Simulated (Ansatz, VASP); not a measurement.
Au: VASP beside Ansatz

```xyz
4
Lattice="2.8774 0.0000 0.0000 -1.4387 2.4919 0.0000 0.0000 0.0000 9.4972" Properties=species:S:1:pos:R:3 pbc="T T T"
Au    0.0000    0.0000    0.0000
Au    0.0000    0.0000    4.7486
Au    0.0000    1.6613    7.1229
Au    1.4387    0.8306    2.3743
```

Alike in both runs: functional PBEsol; k mesh 18 × 18 × 6; occupations gaussian, width 0.1 eV; no spin polarisation.

Ansatz relaxed the structure, and its values are those at the end. VASP's run is a single point on that final structure, the one shown.

|  | VASP | Ansatz |
| --- | --- | --- |
| version | VASP 6.6.1 | Ansatz 0.2.0 |
| potentials or method | VASP PAW PBE potentials, release 64 (Au), cutoff 520 eV | scalar-relativistic, plane waves, PAW |
| valence electrons in the cell | 44 | 76 |

```csv
,VASP,Ansatz,Ansatz less VASP
gap on the k mesh at the Fermi level (eV),none,none,-
pressure (GPa),-0.3,0.0,+0.32
```

VASP's potentials were made for PBE, not for PBEsol. A gap of «none» marks a metal or a gap that the smearing closes. The functional is the same, so the differences come from potentials, cutoffs and numerics. VASP's potentials hold 44 valence electrons a cell and Ansatz's 76, so a difference there can come from the potentials and not from the codes.

Neither program's run includes spin-orbit coupling.
